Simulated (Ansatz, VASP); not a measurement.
CdCu3Mo in VASP and in Ansatz

The input INCAR:

```
SYSTEM = CdCu3Mo
ALGO = Normal
EDIFF = 1E-6
EDIFFG = -0.08
ENCUT = 600
GGA = PE
IBRION = 2
ISIF = 3
ISMEAR = 0
LASPH = .TRUE.
LCHARG = .FALSE.
LREAL = .FALSE.
LWAVE = .FALSE.
NELM = 100
NSW = 36
PREC = Accurate
SIGMA = 0.2
```

The input KPOINTS:

```
k-points
0
G
  4 4 4
  0 0 0
```

The input POSCAR:

```
CdCu3Mo
1.0
    4.3643612400      0.0000000000      0.0000000000
    0.0000000000      4.3643612400      0.0000000000
    0.0000000000      0.0000000000      4.4499341600
Cd Cu Mo
1 3 1
Direct
    0.0000000000      0.0000000000      0.5000000000
    0.0000000000      0.5000000000      0.0000000000
    0.5000000000      0.0000000000      0.0000000000
    0.5000000000      0.5000000000      0.5000000000
    0.5000000000      0.5000000000      0.0000000000
```

Input for Ansatz:

```yaml
crystal:
  lattice:
    - [4.36436124, 0.0, 0.0]
    - [0.0, 4.36436124, 0.0]
    - [0.0, 0.0, 4.44993416]
  atoms:
    - { symbol: Cd, position: [0.0, 0.0, 0.5] }
    - { symbol: Cu, position: [0.0, 0.5, 0.0] }
    - { symbol: Cu, position: [0.5, 0.0, 0.0] }
    - { symbol: Cu, position: [0.5, 0.5, 0.5] }
    - { symbol: Mo, position: [0.5, 0.5, 0.0] }
basis:
  ecutwfc: 420
kpoints:
  mp_grid: { grid: [4, 4, 4] }
hamiltonian:
  xc: pbe
scf:
  occupations: { method: gaussian, width: 0.2 }
  lower_state_search: "off"
output:
  forces: true
  stress: true
  eigenvalues: true
relax:
  adjacent_minimum: "off"
  f_tol: 0.08
  max_steps: 16
  cell: { stress_tol: 0.8 }
```

Alike in both runs: task relaxation of cell and atoms; functional PBE; k mesh 4 × 4 × 4; occupations gaussian, width 0.2 eV; no spin polarisation.

|  | VASP | Ansatz |
| --- | --- | --- |
| version | VASP 6.6.1 | Ansatz 0.2.0 |
| potentials or method | VASP PAW PBE potentials, release 64 (Cd, Cu, Mo_sv), cutoff 600 eV | scalar-relativistic, plane waves, PAW |
| valence electrons in the cell | 59 | 91 |

|  | VASP | Ansatz | Ansatz less VASP |
| --- | --- | --- | --- |
| gap on the k mesh at the Fermi level, each at its own relaxed structure (eV) | none | none | - |
| relaxed volume (Å³/atom) | 20.87 | 20.74 | -0.132 |
| relaxed cell length with the largest relative difference (Å) | 4.726 | 4.699 | -0.0264 |

A gap of «none» marks a metal or a gap that the smearing closes. VASP's potentials hold 59 valence electrons a cell and Ansatz's 91, so a difference there can come from the potentials and not from the codes.

Noted on VASP's run: the volume moved by over 15 % at a fixed basis, so the end points are rough.
